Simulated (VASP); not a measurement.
# HfB5 (P6/mmm) in VASP: settings compared

HfB5 is run at these levels: revPBE+D4, PBE; tasks: single point, relaxation of cell and atoms.

All numbers are computed with VASP 6.6.1; they aren't measurements. Logs are shortened: lines on timing, memory, paths and dates and some standing lists are left out, and cuts for length are marked.

## Step 1: The cell of the first run

It takes space group P6/mmm (No. 191, hexagonal). The conventional cell has a = 4.331 Å, b = 4.331 Å, c = 2.942 Å, α = 90.00°, β = 90.00°, γ = 120.00°. Within 3.3 Å of Hf (site symmetry 6/mmm) lie 18 B at 2.50 to 2.62 Å and 2 Hf at 2.94 Å. B (site symmetry -6m2) has 9 B at 1.93 to 2.50 Å and 3 Hf at 2.50 Å within 2.6 Å. B (site symmetry mmm) has 8 B at 1.93 to 2.17 Å within 2.6 Å.

## Step 2: Single point, revPBE+D4

INCAR reads:

```
PREC = Accurate
ENCUT = 520
EDIFF = 1E-7
ISMEAR = 1
SIGMA = 0.1
LREAL = F
LASPH = T
NELM = 60
ALGO = Normal
ISIF = 2
LWAVE = F
LCHARG = F
GGA = RE
IVDW = 13
NBANDS = 22
```

KPOINTS reads:

```
regular mesh
0
Gamma
  12 12 12
```

POSCAR reads:

```
HfB5
1.0
    4.3306579884      0.0000000000      0.0000000000
   -2.1653289942      3.7504598330      0.0000000000
    0.0000000000      0.0000000000      2.9423631074
Hf B
1 5
Direct
    0.0000000000      0.0000000000      0.0000000000
    0.3333333333      0.6666666667      0.0000000000
    0.6666666667      0.3333333333      0.0000000000
    0.5000000000      0.0000000000      0.5000000000
    0.5000000000      0.5000000000      0.5000000000
    0.0000000000      0.5000000000      0.5000000000
```

Potentials or basis: VASP PAW PBE potentials, release 64 (Hf_pv, B).

Launch:

```bash
> cat potpaw_PBE.64/Hf_pv/POTCAR potpaw_PBE.64/B/POTCAR > POTCAR
> mpirun -np 1 vasp_std > vasp.out
```

OUTCAR:

```text
PREC = Accurate
   ENCUT = 520
   EDIFF = 1E-7
   ISMEAR = 1
   LREAL = F
   LASPH = T
   NELM = 60
   ISIF = 2
   GGA = RE
   IVDW = 13

 ion  position               nearest neighbor table
   1  0.000  0.000  0.000-   2 2.50   3 2.50   2 2.50   3 2.50   3 2.50   2 2.50   5 2.62   6 2.62
                             5 2.62   6 2.62   6 2.62   6 2.62   5 2.62   5 2.62   4 2.62   4 2.62
   2  0.333  0.667  0.000-   4 1.93   4 1.93   6 1.93   6 1.93   5 1.93   5 1.93   1 2.50   1 2.50
                             1 2.50
   3  0.667  0.333  0.000-   4 1.93   4 1.93   6 1.93   6 1.93   5 1.93   5 1.93   1 2.50   1 2.50
                             1 2.50
   4  0.500  0.000  0.500-   2 1.93   3 1.93   2 1.93   3 1.93   5 2.17   6 2.17   5 2.17   6 2.17
                             1 2.62   1 2.62   1 2.62   1 2.62
   5  0.500  0.500  0.500-   2 1.93   3 1.93   2 1.93   3 1.93   4 2.17   4 2.17   6 2.17   6 2.17
                             1 2.62   1 2.62   1 2.62   1 2.62
   6  0.000  0.500  0.500-   2 1.93   3 1.93   2 1.93   3 1.93   4 2.17   4 2.17   5 2.17   5 2.17
                             1 2.62   1 2.62   1 2.62   1 2.62

  LATTYP: Found a hexagonal cell.
 ALAT       =     4.3306579884
 C/A-ratio  =     0.6794263401

  Lattice vectors:

 A1 = (   4.3306579884,   0.0000000000,   0.0000000000)
 A2 = (  -2.1653289942,   3.7504598330,   0.0000000000)
 A3 = (   0.0000000000,   0.0000000000,   2.9423631074)

Analysis of symmetry for initial positions (statically):
=====================================================================
 Subroutine PRICEL returns:
 Original cell was already a primitive cell.

 Routine SETGRP: Setting up the symmetry group for a
 hexagonal supercell.

 Subroutine GETGRP returns: Found 24 space group operations
 (whereof 24 operations were pure point group operations)
 out of a pool of 24 trial point group operations.

The static configuration has the point symmetry D_6h.

Analysis of symmetry for dynamics (positions and initial velocities):
=====================================================================
 Subroutine PRICEL returns:
 Original cell was already a primitive cell.

 Routine SETGRP: Setting up the symmetry group for a
 hexagonal supercell.

 Subroutine GETGRP returns: Found 24 space group operations
 (whereof 24 operations were pure point group operations)
 out of a pool of 24 trial point group operations.

The dynamic configuration has the point symmetry D_6h.

 Subroutine INISYM returns: Found 24 space group operations
 (whereof 24 operations are pure point group operations),
 and found     1 'primitive' translations

----------------------------------------------------------------------------------------

                                     Primitive cell

  volume of cell :      47.7897

  direct lattice vectors                    reciprocal lattice vectors
     4.330657988  0.000000000  0.000000000     0.230911793  0.133316986  0.000000000
    -2.165328994  3.750459833  0.000000000     0.000000000  0.266633971  0.000000000
     0.000000000  0.000000000  2.942363107     0.000000000  0.000000000  0.339862880

  length of vectors
     4.330657988  4.330657988  2.942363107     0.266633971  0.266633971  0.339862880

  position of ions in fractional coordinates (direct lattice)
     0.000000000  0.000000000  0.000000000
     0.333333333  0.666666667  0.000000000
     0.666666667  0.333333333  0.000000000
     0.500000000  0.000000000  0.500000000
     0.500000000  0.500000000  0.500000000
     1.000000000  0.500000000  0.500000000

  ion indices of the primitive-cell ions
   primitive index   ion index
                 1           1
                 2           2
                 3           3
                 4           4
                 5           5
                 6           6

----------------------------------------------------------------------------------------

 KPOINTS: regular mesh

Automatic generation of k-mesh.
 Grid dimensions read from file:
 generate k-points for:   12   12   12

 Generating k-lattice:

  Cartesian coordinates                     Fractional coordinates (reciprocal lattice)
     0.019242649  0.011109749  0.000000000     0.083333333  0.000000000  0.000000000
     0.000000000  0.022219498  0.000000000     0.000000000  0.083333333  0.000000000
     0.000000000  0.000000000  0.028321907     0.000000000  0.000000000  0.083333333

  Length of vectors
     0.022219498  0.022219498  0.028321907

  Shift w.r.t. Gamma in fractional coordinates (k-lattice)
     0.000000000  0.000000000  0.000000000

 Subroutine IBZKPT returns following result:
 ===========================================

 Found    133 irreducible k-points:

 Following reciprocal coordinates:
            Coordinates               Weight
  0.000000  0.000000  0.000000      1.000000
  0.083333  0.000000  0.000000      6.000000
  0.166667 -0.000000  0.000000      6.000000
  0.250000  0.000000  0.000000      6.000000
[... 40 lines left out ...]
   EFERMI_NEDOS =   21; number of points for ismear=-14 and -15
   IALGO  =     38    algorithm
   IMIX   =      4    mixing-type and parameters
     AMIX     =   0.40;   BMIX     =  1.00
     AMIX_MAG =   1.60;   BMIX_MAG =  1.00
  volume/ion in A,a.u.               =       7.96        53.75
  Fermi-wavevector in a.u.,A,eV,Ry     =   1.319097  2.492731 23.674354  1.740016
  Thomas-Fermi vector in A             =   2.449019
   LORBIT       =      0    0 simple, 1 ext, 2 COOP (PROOUT), +10 PAW based schemes
   GGA     = RE    functional components
   LHFCALC =     F    Hartree Fock is set to
   AEXX    =    0.0000 exact exchange contribution
   IVDW    =    13    specifies the selected vdW correction
   LEPSILON=     F    determine dielectric tensor
   LRPA    =     F    only Hartree local field effects (RPA)
 non-spin polarized calculation
 Methfessel and Paxton  Order N= 1 SIGMA  =   0.10
  energy-cutoff  :      520.00
  volume of cell :       47.79
 maximum number of plane-waves:      1304
   NGX = 17   NGY = 17   NGZ = 11

 number of electron      25.0000000 magnetization

 Free energy of the ion-electron system (eV)
  ---------------------------------------------------
  ext. energy  EPLUGINS =         0.00000000
  ---------------------------------------------------
  free energy    TOTEN  =       -39.13346002 eV

  energy without entropy =      -39.13312392  energy(sigma->0) =      -39.13334799

 E-fermi :   8.8392     XC(G=0): -12.7344

 val. band max:        8.8249886011   @ k =   0.4167   0.0833   0.0833
 cond. band min:       8.8505853461   @ k =   0.3333   0.3333   0.3333
 fundamental gap:      0.0255967450
 Fermi energy:         8.8392461104

 k-point     1 :       0.0000    0.0000    0.0000
  band No.  band energies     occupation
      1     -21.9935      2.00000
      2     -21.9935      2.00000
      3     -21.4531      2.00000
      4      -7.4841      2.00000
      5      -1.3284      2.00000
      6      -0.0098      2.00000
[... 14 lines left out ...]
     21      14.6138      0.00000
     22      15.8902      0.00000

 k-point     2 :       0.0833    0.0000    0.0000
  band No.  band energies     occupation
      1     -21.9977      2.00000
      2     -21.9945      2.00000
      3     -21.4528      2.00000
      4      -7.4099      2.00000
      5      -1.7918      2.00000
      6       0.0059      2.00000
[... 14 lines left out ...]
     21      14.5037      0.00000
     22      15.9442      0.00000

 k-point     3 :       0.1667   -0.0000    0.0000
  band No.  band energies     occupation
      1     -22.0093      2.00000
      2     -21.9975      2.00000
      3     -21.4519      2.00000
      4      -7.1916      2.00000
      5      -2.5284      2.00000
      6       0.0483      2.00000
[... 14 lines left out ...]
     21      14.3993      0.00000
     22      16.0430      0.00000
[... 476 lines left out ...]
 k-point    23 :       0.2500    0.0000    0.0833
  band No.  band energies     occupation
      1     -22.0165      2.00000
      2     -21.9933      2.00000
      3     -21.5150      2.00000
      4      -6.7429      2.00000
      5      -3.1627      2.00000
      6       0.1737      2.00000
[... 14 lines left out ...]
     21      15.0733      0.00000
     22      15.9541      0.00000

 k-point    24 :       0.3333    0.0000    0.0833
  band No.  band energies     occupation
      1     -22.0320      2.00000
      2     -21.9973      2.00000
      3     -21.5137      2.00000
      4      -6.2922      2.00000
      5      -3.8329      2.00000
      6       0.2237      2.00000
[... 14 lines left out ...]
     21      15.7749      0.00000
     22      16.1738      0.00000

 [... further k-points ...]

------------------------ aborting loop because EDIFF is reached ----------------------------------------

  DFT-D4 for vdW energy calculation

  Edisp (eV):   -3.27332

  FORCE on cell =-STRESS in cart. coord.  units (eV):
  Direction    XX          YY          ZZ          XY          YZ          ZX
  --------------------------------------------------------------------------------------
  -------------------------------------------------------------------------------------
  Total      -2.86428    -2.86428    -2.48019     0.00000    -0.00000     0.00000
  in kB     -96.02648   -96.02648   -83.14965     0.00000    -0.00000     0.00000
  external pressure =      -91.73 kB  Pullay stress =        0.00 kB

 VOLUME and BASIS-vectors are now :
 -----------------------------------------------------------------------------
  energy-cutoff  :      520.00
  volume of cell :       47.79
      direct lattice vectors                 reciprocal lattice vectors
     4.330657988  0.000000000  0.000000000     0.230911793  0.133316986  0.000000000
    -2.165328994  3.750459833  0.000000000     0.000000000  0.266633971  0.000000000
     0.000000000  0.000000000  2.942363107     0.000000000  0.000000000  0.339862880

 POSITION                                       TOTAL-FORCE (eV/Angst)
 -----------------------------------------------------------------------------------
      0.00000      0.00000      0.00000         0.000000      0.000000     -0.000000
     -0.00000      2.50031      0.00000        -0.000000      0.000000     -0.000000
      2.16533      1.25015      0.00000         0.000000     -0.000000      0.000000
      2.16533      0.00000      1.47118         0.000000      0.000000     -0.000000
      1.08266      1.87523      1.47118         0.000000      0.000000     -0.000000
     -1.08266      1.87523      1.47118         0.000000      0.000000     -0.000000
 -----------------------------------------------------------------------------------
    total drift:                                0.000000     -0.000000     -0.000000

  FREE ENERGIE OF THE ION-ELECTRON SYSTEM (eV)
  ---------------------------------------------------
  free  energy   TOTEN  =       -42.4067813625 eV

  energy  without entropy=      -42.4064452716  energy(sigma->0) =      -42.40666933
```

Run time: 1.9 min. Hardware: 1 thread of Intel Xeon 6975P-C, shared host; peak memory 0.26 GiB.

What came out:

```
Free energy                : -42.4068 eV
Pressure                   : -9.2 GPa
Dispersion energy per atom : -0.546 eV
```

Stress tensor (GPa, compression positive):
```
-9.60  0.00  0.00
 0.00 -9.60  0.00
 0.00  0.00 -8.31
```

Levels at points of the mesh, in eV from the Fermi level:
```tsv
k point	band 9	band 10	band 11	band 12	band 13	band 14	band 15	band 16	band 17	band 18
(0.00, 0.00, 0.00)	-5.13	-5.08	-3.51	2.01	2.89	2.89	3.00	3.21	3.21	5.48
(0.50, 0.00, 0.00)	-3.72	-2.87	-2.23	-1.68	0.75	0.90	1.02	2.96	4.88	5.47
(0.00, 0.00, 0.50)	-5.78	-5.78	-3.42	-2.86	-2.86	1.35	1.35	4.60	6.40	6.40
(0.50, 0.00, 0.50)	-6.14	-4.89	-2.76	-0.65	-0.13	1.14	2.49	2.51	4.21	4.86
```

Caveat: the PAW data sets were made with another functional, which shifts forces and pressure a little; spin-orbit coupling is left out, which moves the levels of the heavy elements; pairwise dispersion overbinds metals, which lowers pressure and volume.

## Step 3: Relaxation of cell and atoms, PBE

This run uses another cell than the first one, of 10.53 Å³/atom, 1.323 times its volume.

INCAR reads:

```
PREC = Accurate ; ENCUT = 600
EDIFF = 1E-6 ; ISMEAR = 0
SIGMA = 0.1 ; LREAL = False
LASPH = True ; NELM = 80
ALGO = Normal ; ISIF = 3
LWAVE = False ; LCHARG = False
GGA = PE ; IBRION = 2
NSW = 90 ; EDIFFG = -0.04
```

KPOINTS reads:

```
Automatic mesh
0
Gamma
  6 6 6
```

POSCAR reads:

```
HfB5
1.0
    4.4742073900      0.0000000000      0.0000000000
   -2.2371037000      3.8747772600      0.0000000000
    0.0000000000      0.0000000000      3.6459228300
Hf B
1 5
Direct
    0.0000000000      0.0000000000      0.0000000000
    0.3333333300      0.6666666700      0.0000000000
    0.6666666700      0.3333333300      0.0000000000
    0.5000000000      0.0000000000      0.5000000000
    0.5000000000      0.5000000000      0.5000000000
    0.0000000000      0.5000000000      0.5000000000
```

Potentials or basis: VASP PAW PBE potentials, release 64 (Hf_pv, B).

Launch:

```bash
> cat potpaw_PBE.64/Hf_pv/POTCAR potpaw_PBE.64/B/POTCAR > POTCAR
> mpirun -np 1 vasp_std > vasp.out
```

Wall time 3 min (1 thread of Intel Xeon 6975P-C, shared host); peak memory 0.22 GiB.

Results (log left out):

| Property | Result |
| --- | --- |
| Free energy | -40.7176 eV |
| Relaxed volume | 7.94 Å³/atom |
| Relaxed cell | a = 4.324 Å, b = 4.324 Å, c = 2.942 Å, α = 90.00°, β = 90.00°, γ = 120.00° |
| Space group after relaxing (to 0.05 Å) | P6/mmm (No. 191) |
| Energy gained by relaxing | 569.4 meV/atom |
| Ionic steps | 7 |
| Pressure after relaxing | 0.1 GPa |

Stress tensor (GPa, compression positive):
```
-0.11  0.00  0.00
 0.00 -0.11  0.00
 0.00  0.00  0.38
```

Step by step:
```
step  energy change (eV)  largest force (eV/Å)  pressure (GPa)  volume (Å³)
   1              0.0000                0.0000          -36.57        63.21
   2             -2.7480                0.0000           24.89        43.55
   3             -2.8745                0.0000            7.22        46.18
   4             -3.2797                0.0000           15.39        45.12
   5             -3.3288                0.0000           12.82        45.38
   6             -3.3853                0.0000           -6.61        49.08
   7             -3.4165                0.0000            0.05        47.64
```

Final structure:
```
Hf B
1.0
     4.32427    0.00000    0.00000
    -2.16213    3.74493    0.00000
     0.00000    0.00000    2.94182
Hf B
1 5
Cartesian
  0.0000 0.0000 0.0000
  0.0000 2.4966 0.0000
  2.1621 1.2483 0.0000
  0.0000 3.7449 1.4709
  1.0811 1.8725 1.4709
  -1.0811 1.8725 1.4709
```

Levels at points of the mesh, in eV from the Fermi level:
```csv
k point,band 9,band 10,band 11,band 12,band 13,band 14,band 15,band 16
"(0.00, 0.00, 0.00)",-5.25,-5.25,-3.60,1.86,2.72,2.72,2.90,3.11
"(0.50, 0.00, 0.00)",-3.85,-2.98,-2.40,-1.81,0.64,0.77,0.87,2.87
"(0.00, 0.00, 0.50)",-5.92,-5.92,-3.49,-2.95,-2.95,1.25,1.25,4.53
"(0.50, 0.00, 0.50)",-6.27,-5.02,-2.87,-0.77,-0.25,0.99,2.36,2.42
```

Caveat: the volume moved by over 15 % at a fixed basis, so the end points are rough; spin-orbit coupling is left out, which moves the levels of the heavy elements.

## Step 4: Relaxation of cell and atoms, PBE

INCAR reads:

```
SYSTEM = HfB5
PREC = Accurate ; ENCUT = 600
EDIFF = 1E-6 ; ISMEAR = 0
SIGMA = 0.1 ; LREAL = .FALSE.
LASPH = .TRUE. ; NELM = 60
ALGO = Normal ; ISIF = 3
LWAVE = .FALSE. ; LCHARG = .FALSE.
GGA = PE ; IBRION = 2
NSW = 100 ; EDIFFG = -0.01
```

KPOINTS reads:

```
regular mesh
0
G
  12 12 12
  0 0 0
```

POSCAR reads:

```
HfB5
1.0
    4.3251972114      0.0000000000      0.0000000000
   -2.1625986057      3.7457306615      0.0000000000
    0.0000000000      0.0000000000      2.9451998777
Hf B
1 5
Direct
    0.0000000000      0.0000000000      0.0000000000
    0.3333333333      0.6666666667      0.0000000000
    0.6666666667      0.3333333333      0.0000000000
    0.5000000000      0.0000000000      0.5000000000
    0.5000000000      0.5000000000      0.5000000000
    0.0000000000      0.5000000000      0.5000000000
```

Launch:

```bash
> cat potpaw_PBE.64/Hf_pv/POTCAR potpaw_PBE.64/B/POTCAR > POTCAR
> mpirun -np 1 vasp_std > vasp.out
```

Wall time 2.8 min (1 thread of Intel Xeon 6975P-C, shared host); peak memory 0.28 GiB.

Results (log left out):

- Free energy: -40.6870 eV
- Relaxed volume: 7.95 Å³/atom
- Relaxed cell: a = 4.327 Å, b = 4.327 Å, c = 2.940 Å, α = 90.00°, β = 90.00°, γ = 120.00°
- Space group after relaxing (to 0.05 Å): P6/mmm (No. 191)
- Energy gained by relaxing: 0.0 meV/atom
- Ionic steps: 3
- Pressure after relaxing: 0.1 GPa

Step by step:
```
step  energy change (eV)  largest force (eV/Å)  pressure (GPa)  volume (Å³)
   1              0.0000                0.0000           -0.18        47.72
   2             -0.0002                0.0000            0.22        47.65
   3             -0.0003                0.0000            0.11        47.67
```

Final structure:
```
Hf B
1.0
     4.32701    0.00000    0.00000
    -2.16350    3.74730    0.00000
     0.00000    0.00000    2.94009
Hf B
1 5
Direct
  0.00000 0.00000 0.00000
  0.33333 0.66667 0.00000
  0.66667 0.33333 0.00000
  0.50000 0.00000 0.50000
  0.50000 0.50000 0.50000
  0.00000 0.50000 0.50000
```

Levels at points of the mesh, in eV from the Fermi level:
```tsv
k point	band 10	band 11	band 12	band 13	band 14	band 15	band 16
(0.00, 0.00, 0.00)	-5.10	-3.51	1.99	2.86	2.86	3.03	3.21
(0.50, 0.00, 0.00)	-2.88	-2.25	-1.69	0.74	0.89	1.00	3.01
(0.00, 0.00, 0.50)	-5.80	-3.37	-2.82	-2.82	1.36	1.36	4.63
(0.50, 0.00, 0.50)	-4.89	-2.76	-0.66	-0.15	1.12	2.48	2.53
```

Caveat: spin-orbit coupling is left out, which moves the levels of the heavy elements.

## Step 5: Overview

```tsv
task	level	cell	k mesh	cutoff (eV)	smearing	gap on the mesh (eV)	pressure (GPa)	relaxed volume (Å³/atom)
single point	revPBE+D4	a = 4.331, b = 4.331, c = 2.942 Å, angles 90.0, 90.0, 120.0°, 6 atoms	12 × 12 × 12	520	methfessel-paxton 0.1 eV	none	-9.2	-
relaxation of cell and atoms	PBE	relaxed from a = 4.474, b = 4.474, c = 3.646 Å, angles 90.0, 90.0, 120.0°, 6 atoms	6 × 6 × 6	600	gaussian 0.1 eV	none	0.1	7.94
relaxation of cell and atoms	PBE	relaxed from a = 4.325, b = 4.325, c = 2.945 Å, angles 90.0, 90.0, 120.0°, 6 atoms	12 × 12 × 12	600	gaussian 0.1 eV	none	0.1	7.95
```

Alike in all rows: potentials or basis VASP PAW PBE potentials, release 64 (Hf_pv, B); no spin polarisation.

Caveats: spin-orbit coupling is left out, which moves the levels of the heavy elements; the PAW data sets were made with another functional, which shifts forces and pressure a little (some runs); pairwise dispersion overbinds metals, which lowers pressure and volume (some runs); the volume moved by over 15 % at a fixed basis, so the end points are rough (some runs).

Absolute energies hang on the potentials; compare differences alone.
